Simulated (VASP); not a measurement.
Wanted: the native input for a VASP 6.6.1 run.

| Quantity | Value |
| --- | --- |
| Task | single point |
| Functional | PBE |
| Potentials or basis | VASP PAW PBE potentials, release 64 (Ti_sv, O) |
| Cutoff | 520 eV |
| k mesh | 5 × 5 × 7 |
| Occupations | fermi-dirac, width 0.05 eV |
| Spin | collinear spin |
| Starting moments | [1.0, 1.0, 0.0, 0.0, 0.0, 0.0] μB |
| Hubbard terms | Ti d U = 6.3 eV |
| Dipole correction | no |
| Further INCAR settings | ALGO = Normal; EDIFF = 1e-07; NBANDS = 37 |

The structure of TiO2 lies in POSCAR:

```
TiO2
1.0
    4.6030000000      0.0000000000      0.0000000000
    0.0000000000      4.6030000000      0.0000000000
    0.0000000000      0.0000000000      2.9660000000
Ti O
2 4
Direct
    0.0000000000      0.0000000000      0.0000000000
    0.5000000000      0.5000000000      0.5000000000
    0.3045000000      0.3045000000      0.0000000000
    0.1955000000      0.8045000000      0.5000000000
    0.6955000000      0.6955000000      0.0000000000
    0.8045000000      0.1955000000      0.5000000000
```

The input as run:

INCAR

```
  PREC = Accurate
  ENCUT = 520
  EDIFF = 1E-7
  ISMEAR = -1
  SIGMA = 0.05
  LREAL = F
  LASPH = T
  NELM = 150
  ALGO = Normal
  ISIF = 2
  LWAVE = F
  LCHARG = F
  ISPIN = 2
  MAGMOM = 1 1 0 0 0 0
  LORBIT = 11
  LMAXMIX = 4
  LDAU = T
  LDAUTYPE = 2
  LDAUL = 2 -1
  LDAUU = 6.3 0
  LDAUJ = 0 0
  LDAUPRINT = 1
  GGA = PE
  NBANDS = 37
```

KPOINTS

```
regular mesh
0
Gamma
  5 5 7
```

Potentials or basis: VASP PAW PBE potentials, release 64 (Ti_sv, O).

The run is started by

```console
$ cat potpaw_PBE.64/Ti_sv/POTCAR potpaw_PBE.64/O/POTCAR > POTCAR
$ mpirun -np 1 vasp_std > vasp.out
```

It gave:

```
Pressure                                              : 15.7 GPa
Largest force                                         : 0.207 eV/Å
Band gap on the k mesh                                : 2.68 eV (least direct gap 2.71 eV)
Net moment                                            : 0.00 μB per cell
Valence electrons inside the program's atomic spheres : Ti 10.05; O 5.12
```

Caveat: the cell stands under pressure; an odd mesh through Γ misses points on the zone boundary, where band edges can lie.

Wall time 110 s on 1 thread of Intel(R) Xeon(R) Platinum 8259CL CPU @ 2.50GHz (Skylake/Cascade Lake) (shared host), peak memory 0.23 GiB.
